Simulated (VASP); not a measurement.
A run of VASP 6.6.1:

INCAR

```
ALGO     = Normal         # electronic algorithm
EDIFF    = 1E-7           # SCF threshold, eV
ENCUT    = 520            # plane-wave cutoff, eV
GGA      = PE             # functional
ISIF     = 2              # what is computed and relaxed
ISMEAR   = -1             # smearing method
LASPH    = T              # aspherical terms in the spheres
LCHARG   = T              # write CHGCAR
LELF     = T              # ELF
LREAL    = F              # projectors in reciprocal space
LVHAR    = T            
LWAVE    = F              # write WAVECAR
NBANDS   = 12             # bands
NELM     = 100            # most SCF steps
PREC     = Accurate       # precision mode
SIGMA    = 0.1            # smearing width, eV
```

The input KPOINTS:

```
k-points
0
Gamma
  11 11 11
```

POSCAR

```
AlFe
1.0
    2.9567800000      0.0000000000      0.0000000000
    0.0000000000      2.9567800000      0.0000000000
    0.0000000000      0.0000000000      2.9567800000
Fe Al
1 1
Direct
    0.5000000000      0.5000000000      0.5000000000
    0.0000000000      0.0000000000      0.0000000000
```

Potentials or basis: VASP PAW PBE potentials, release 64 (Fe, Al).

Run with:

```sh
$ cat potpaw_PBE.64/Fe/POTCAR potpaw_PBE.64/Al/POTCAR > POTCAR
$ mpirun -np 1 vasp_std > vasp.out
```

Hardware: 1 thread of Intel Xeon 8259CL (shared host).

Problem. How long does it take, and how much memory?

Solution. Wall time 18 s on 1 thread of Intel Xeon 8259CL (shared host), peak memory 0.15 GiB. Counts: scf iterations 14, k points 56.
